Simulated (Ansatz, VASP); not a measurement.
**SrAl3 in VASP and in Ansatz**

The input INCAR:

```
PREC = Accurate
ENCUT = 520
EDIFF = 1E-6
ISMEAR = 0
SIGMA = 0.05
LREAL = False
LASPH = True
NELM = 100
ALGO = Normal
ISIF = 2
LWAVE = False
LCHARG = True
GGA = PE
LELF = True
LVHAR = True
NBANDS = 18
```

File KPOINTS:

```
regular mesh
0
Gamma
  8 8 8
```

The input POSCAR:

```
SrAl3
1.0
    4.4737020881      0.0000000000      0.0000000000
    0.0000000000      4.4737020881      0.0000000000
    0.0000000000      0.0000000000      4.4737020881
Sr Al
1 3
Direct
    0.0000000000      0.0000000000      0.0000000000
    0.0000000000      0.5000000000      0.5000000000
    0.5000000000      0.5000000000      0.0000000000
    0.5000000000      0.0178822815      0.5000000000
```

Input for Ansatz:

```yaml
crystal:
  lattice:
    - [4.4737020881, 0.0, 0.0]
    - [0.0, 4.4737020881, 0.0]
    - [0.0, 0.0, 4.4737020881]
  atoms:
    - { symbol: Sr, position: [0.0, 0.0, 0.0] }
    - { symbol: Al, position: [0.0, 0.5, 0.5] }
    - { symbol: Al, position: [0.5, 0.5, 0.0] }
    - { symbol: Al, position: [0.5, 0.0178822815, 0.5] }
basis:
  ecutwfc: 420
  ecutrho_ratio: 4
kpoints:
  mp_grid: { grid: [8, 8, 8] }
hamiltonian:
  xc: pbe
scf:
  occupations: { method: gaussian, width: 0.05 }
output:
  forces: true
  stress: true
  eigenvalues: true
  write_density: true
  write_potential: true
  elf: true
  volumetric_format: npy
```

Alike in both runs: task single point; functional PBE; k mesh 8 × 8 × 8; occupations gaussian, width 0.05 eV; no spin polarisation.

```csv
,VASP,Ansatz
version,VASP 6.6.1,Ansatz 0.2.0
potentials or method,"VASP PAW PBE potentials, release 64 (Sr_sv, Al), cutoff 520 eV","scalar-relativistic, plane waves, PAW"
valence electrons in the cell,19,19
```

```csv
,VASP,Ansatz,Ansatz less VASP
gap on the k mesh at the Fermi level (eV),none,none,-
pressure (GPa),0.0,0.0,-0.05
"traceless stress, the component that is largest in VASP (GPa)",0.08,0.08,-0.001
rms of the force components (eV/Å),0.011,0.012,+0.0002
```

Atom by atom the forces differ by 0.000 eV/Å (rms over components). A gap of «none» marks a metal or a gap that the smearing closes.
